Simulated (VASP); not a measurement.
# K (Fd-3m) in VASP: notebook

The runs below take K through single point, with PBE.

Everything below comes from runs of VASP 6.6.1. Logs are shortened: lines on timing, memory, paths and dates and some standing lists are left out, and cuts for length are marked.

### 1 The cell of the first run

Symmetry: Fd-3m, No. 227, cubic system. The conventional cell has a = 9.068 Å, b = 9.068 Å, c = 9.068 Å, α = 90.00°, β = 90.00°, γ = 90.00°. Within 5.2 Å of K (site symmetry -43m) lie 4 K at 3.93 Å.

This isn't the form of K at room conditions, which is bcc.

### 2 Single point, PBE (93.22 Å³/atom)

INCAR reads:

```
SYSTEM = K
PREC = Accurate
ENCUT = 520
EDIFF = 1E-6
ISMEAR = -1
SIGMA = 0.1
LREAL = .False.
LASPH = .True.
NELM = 100
ALGO = Normal
ISIF = 2
LWAVE = .False.
LCHARG = .False.
GGA = PE
NBANDS = 16
```

KPOINTS reads:

```
regular mesh
0
Gamma
  8 8 8
  0 0 0
```

POSCAR reads:

```
K
1.0
    0.0000000000      4.5342265846      4.5342265846
    4.5342265846      0.0000000000      4.5342265846
    4.5342265846      4.5342265846      0.0000000000
K
2
Direct
   -0.1250000000     -0.1250000000     -0.1250000000
    0.1250000000      0.1250000000      0.1250000000
```

Potentials or basis: VASP PAW PBE potentials, release 64 (K_sv).

On the command line:

```
> cat potpaw_PBE.64/K_sv/POTCAR > POTCAR
> mpirun -np 1 vasp_std > vasp.out
```

OUTCAR:

```text
SYSTEM = K
   PREC = Accurate
   ENCUT = 520
   EDIFF = 1E-6
   ISMEAR = -1
   LREAL = .False.
   LASPH = .True.
   NELM = 100
   ISIF = 2
   GGA = PE

 ion  position               nearest neighbor table
   1  0.875  0.875  0.875-
   2  0.125  0.125  0.125-

  LATTYP: Found a face centered cubic cell.
 ALAT       =     9.0684531692

  Lattice vectors:

 A1 = (   0.0000000000,   4.5342265846,   4.5342265846)
 A2 = (   4.5342265846,   0.0000000000,   4.5342265846)
 A3 = (   4.5342265846,   4.5342265846,   0.0000000000)

Analysis of symmetry for initial positions (statically):
=====================================================================
 Subroutine PRICEL returns:
 Original cell was already a primitive cell.

 Routine SETGRP: Setting up the symmetry group for a
 face centered cubic supercell.

 Subroutine GETGRP returns: Found 48 space group operations
 (whereof 12 operations were pure point group operations)
 out of a pool of 48 trial point group operations.

The static configuration has the point symmetry D_3d.
 The point group associated with its full space group is O_h .

Analysis of symmetry for dynamics (positions and initial velocities):
=====================================================================
 Subroutine PRICEL returns:
 Original cell was already a primitive cell.

 Routine SETGRP: Setting up the symmetry group for a
 face centered cubic supercell.

 Subroutine GETGRP returns: Found 48 space group operations
 (whereof 12 operations were pure point group operations)
 out of a pool of 48 trial point group operations.

The dynamic configuration has the point symmetry D_3d.
 The point group associated with its full space group is O_h .

 Subroutine INISYM returns: Found 48 space group operations
 (whereof 12 operations are pure point group operations),
 and found     1 'primitive' translations

----------------------------------------------------------------------------------------

                                     Primitive cell

  volume of cell :     186.4402

  direct lattice vectors                    reciprocal lattice vectors
     0.000000000  4.534226585  4.534226585    -0.110272389  0.110272389  0.110272389
     4.534226585  0.000000000  4.534226585     0.110272389 -0.110272389  0.110272389
     4.534226585  4.534226585  0.000000000     0.110272389  0.110272389 -0.110272389

  length of vectors
     6.412364731  6.412364731  6.412364731     0.190997381  0.190997381  0.190997381

  position of ions in fractional coordinates (direct lattice)
     0.875000000  0.875000000  0.875000000
     0.125000000  0.125000000  0.125000000

  ion indices of the primitive-cell ions
   primitive index   ion index
                 1           1
                 2           2

----------------------------------------------------------------------------------------

 KPOINTS: regular mesh

Automatic generation of k-mesh.
 Grid dimensions read from file:
 generate k-points for:    8    8    8

 Generating k-lattice:

  Cartesian coordinates                     Fractional coordinates (reciprocal lattice)
    -0.013784049  0.013784049  0.013784049     0.125000000  0.000000000  0.000000000
     0.013784049 -0.013784049  0.013784049     0.000000000  0.125000000  0.000000000
     0.013784049  0.013784049 -0.013784049     0.000000000  0.000000000  0.125000000

  Length of vectors
     0.023874673  0.023874673  0.023874673

  Shift w.r.t. Gamma in fractional coordinates (k-lattice)
     0.000000000  0.000000000  0.000000000

 Subroutine IBZKPT returns following result:
 ===========================================

 Found     29 irreducible k-points:

 Following reciprocal coordinates:
            Coordinates               Weight
  0.000000  0.000000  0.000000      1.000000
  0.125000  0.000000  0.000000      8.000000
  0.250000  0.000000  0.000000      8.000000
  0.375000  0.000000  0.000000      8.000000
  0.500000  0.000000  0.000000      4.000000
  0.125000  0.125000  0.000000      6.000000
[... 16 lines left out ...]
  0.500000  0.250000  0.125000     48.000000
 -0.375000  0.250000  0.125000     24.000000
 [... further k-points ...]
   k-points           NKPTS =     29   k-points in BZ     NKDIM =     29   number of bands    NBANDS=     16
   number of dos      NEDOS =    301   number of ions     NIONS =      2
   total plane-waves  NPLWV = 110592
   dimension x,y,z NGX =    48 NGY =   48 NGZ =   48
   dimension x,y,z NGXF=    96 NGYF=   96 NGZF=   96
   ions per type =               2
   NGX,Y,Z   is equivalent  to a cutoff of  12.44, 12.44, 12.44 a.u.
   NGXF,Y,Z  is equivalent  to a cutoff of  24.89, 24.89, 24.89 a.u.
 SYSTEM =  K
   PREC   = accura    normal or accurate (medium, high low for compatibility)
   ISTART =      0    job   : 0-new  1-cont  2-samecut
   ICHARG =      2    charge: 1-file 2-atom 10-const
   ISPIN  =      1    spin polarized calculation?
   LNONCOLLINEAR =      F non collinear calculations
   LSORBIT =      F    spin-orbit coupling
   LASPH  =      T    aspherical Exc in radial PAW
   ENCUT  =  520.0 eV  38.22 Ry    6.18 a.u.  11.92 11.92 11.92*2*pi/ulx,y,z
   NELM   =    100;   NELMIN=  2; NELMDL= -5     # of ELM steps
   EDIFF  = 0.1E-05   stopping-criterion for ELM
   LREAL  =      F    real-space projection
   EDIFFG = 0.1E-04   stopping-criterion for IOM
   NSW    =      0    number of steps for IOM
   IBRION =     -1    ionic relax: 0-MD 1-quasi-New 2-CG
   NFREE  =      0    steps in history (QN), initial steepest desc. (CG)
   ISIF   =      2    stress and relaxation
   ISYM   =      2    0-nonsym 1-usesym 2-fastsym
   POTIM  = 0.5000    time-step for ionic-motion
   TEBEG  =    0.0;   TEEND  =   0.0 temperature during run
   PSTRESS=    0.0 pullay stress
   NELECT =      18.0000    total number of electrons
   NUPDOWN=      -1.0000    fix difference up-down
   EMIN   =  10.00;   EMAX   =-10.00  energy-range for DOS
   EFERMI =   0.00;   METHOD = LEGACY
   ISMEAR =    -1;   SIGMA  =   0.10  broadening in eV -4-tet -1-fermi 0-gaus
   EFERMI_NEDOS =   21; number of points for ismear=-14 and -15
   IALGO  =     38    algorithm
   IMIX   =      4    mixing-type and parameters
     AMIX     =   0.40;   BMIX     =  1.00
     AMIX_MAG =   1.60;   BMIX_MAG =  1.00
  volume/ion in A,a.u.               =      93.22       629.08
  Fermi-wavevector in a.u.,A,eV,Ry     =   0.751022  1.419225  7.674142  0.564033
  Thomas-Fermi vector in A             =   1.847907
   LORBIT       =      0    0 simple, 1 ext, 2 COOP (PROOUT), +10 PAW based schemes
   GGA     = PE    functional components
   LHFCALC =     F    Hartree Fock is set to
   AEXX    =    0.0000 exact exchange contribution
   IVDW    =     0    specifies the selected vdW correction
   LEPSILON=     F    determine dielectric tensor
   LRPA    =     F    only Hartree local field effects (RPA)
 non-spin polarized calculation
  energy-cutoff  :      520.00
  volume of cell :      186.44
 maximum number of plane-waves:      5044
   NGX = 23   NGY = 23   NGZ = 23

 number of electron      18.0000003 magnetization

 Free energy of the ion-electron system (eV)
  ---------------------------------------------------
  ext. energy  EPLUGINS =         0.00000000
  ---------------------------------------------------
  free energy    TOTEN  =        -1.49727810 eV

  energy without entropy =       -1.44593262  energy(sigma->0) =       -1.47160536

 E-fermi :  -0.5179     XC(G=0):  -5.0458

 val. band max:       -0.5246943320   @ k =   0.5000   0.1250   0.0000
 cond. band min:      -0.5116623511   @ k =  -0.3750   0.2500   0.1250
 fundamental gap:      0.0130319809
 Fermi energy:        -0.5179032330

 k-point     1 :       0.0000    0.0000    0.0000
  band No.  band energies     occupation
      1     -33.1480      2.00000
      2     -33.1217      2.00000
      3     -16.6671      2.00000
      4     -16.6671      2.00000
      5     -16.6671      2.00000
      6     -16.5692      2.00000
[... 8 lines left out ...]
     15       2.3223      0.00000
     16       2.3223      0.00000

 k-point     2 :       0.1250    0.0000    0.0000
  band No.  band energies     occupation
      1     -33.1473      2.00000
      2     -33.1225      2.00000
      3     -16.6688      2.00000
      4     -16.6688      2.00000
      5     -16.6668      2.00000
      6     -16.5699      2.00000
[... 8 lines left out ...]
     15       2.2856      0.00000
     16       2.4271      0.00000

 k-point     3 :       0.2500    0.0000    0.0000
  band No.  band energies     occupation
      1     -33.1453      2.00000
      2     -33.1245      2.00000
      3     -16.6727      2.00000
      4     -16.6727      2.00000
      5     -16.6661      2.00000
      6     -16.5716      2.00000
[... 8 lines left out ...]
     15       2.2553      0.00000
     16       2.6376      0.00000

 k-point     4 :       0.3750    0.0000    0.0000
  band No.  band energies     occupation
      1     -33.1428      2.00000
      2     -33.1270      2.00000
      3     -16.6763      2.00000
      4     -16.6763      2.00000
      5     -16.6655      2.00000
      6     -16.5732      2.00000
[... 8 lines left out ...]
     15       2.2470      0.00000
     16       2.8660      0.00000
[... 324 lines left out ...]
 k-point    22 :       0.3750    0.2500    0.1250
  band No.  band energies     occupation
      1     -33.1435      2.00000
      2     -33.1263      2.00000
      3     -16.6812      2.00000
      4     -16.6771      2.00000
      5     -16.6547      2.00000
      6     -16.5832      2.00000
[... 8 lines left out ...]
     15       2.4382      0.00000
     16       2.7883      0.00000

 k-point    23 :       0.5000    0.2500    0.1250
  band No.  band energies     occupation
      1     -33.1410      2.00000
      2     -33.1288      2.00000
      3     -16.6859      2.00000
      4     -16.6803      2.00000
      5     -16.6489      2.00000
      6     -16.5894      2.00000
[... 8 lines left out ...]
     15       2.4622      0.00000
     16       2.8763      0.00000

 k-point    24 :      -0.3750    0.2500    0.1250
  band No.  band energies     occupation
      1     -33.1395      2.00000
      2     -33.1302      2.00000
      3     -16.6876      2.00000
      4     -16.6818      2.00000
      5     -16.6462      2.00000
      6     -16.5922      2.00000
[... 8 lines left out ...]
     15       2.6240      0.00000
     16       2.9444      0.00000

 [... further k-points ...]

------------------------ aborting loop because EDIFF is reached ----------------------------------------

  FORCE on cell =-STRESS in cart. coord.  units (eV):
  Direction    XX          YY          ZZ          XY          YZ          ZX
  --------------------------------------------------------------------------------------
  -------------------------------------------------------------------------------------
  Total        0.3284221      0.3284221      0.3284221     -0.0000000      0.0000000     -0.0000000
  in kB        2.8223005      2.8223005      2.8223005     -0.0000000      0.0000000     -0.0000000
  external PRESSURE =       2.8223005 kB  Pullay stress =       0.0000000 kB

 VOLUME and BASIS-vectors are now :
 -----------------------------------------------------------------------------
  energy-cutoff  :      520.00
  volume of cell :      186.44
      direct lattice vectors                 reciprocal lattice vectors
     0.000000000  4.534226585  4.534226585    -0.110272389  0.110272389  0.110272389
     4.534226585  0.000000000  4.534226585     0.110272389 -0.110272389  0.110272389
     4.534226585  4.534226585  0.000000000     0.110272389  0.110272389 -0.110272389

 POSITION                                       TOTAL-FORCE (eV/Angst)
 -----------------------------------------------------------------------------------
      7.93490      7.93490      7.93490         0.000000      0.000000      0.000000
      1.13356      1.13356      1.13356        -0.000000     -0.000000     -0.000000
 -----------------------------------------------------------------------------------
    total drift:                                0.000000      0.000000      0.000000

  FREE ENERGIE OF THE ION-ELECTRON SYSTEM (eV)
  ---------------------------------------------------
  free  energy   TOTEN  =        -1.4972780990 eV

  energy  without entropy=       -1.4459326227  energy(sigma->0) =       -1.47160536
```

It took 53 s on 1 thread of AMD EPYC 9R45 (Zen 5), shared host; peak memory 0.3 GiB.

Results:

| Quantity | Value |
| --- | --- |
| Free energy | -1.4973 eV |
| Pressure | 0.3 GPa |
| Band gap on the k mesh | zero (bands 9 and 10 overlap by 0.54 eV) |

(Part 1 of 2 ends here.)

The gap in the log of VASP goes by the Fermi energy; the results here count the filled bands.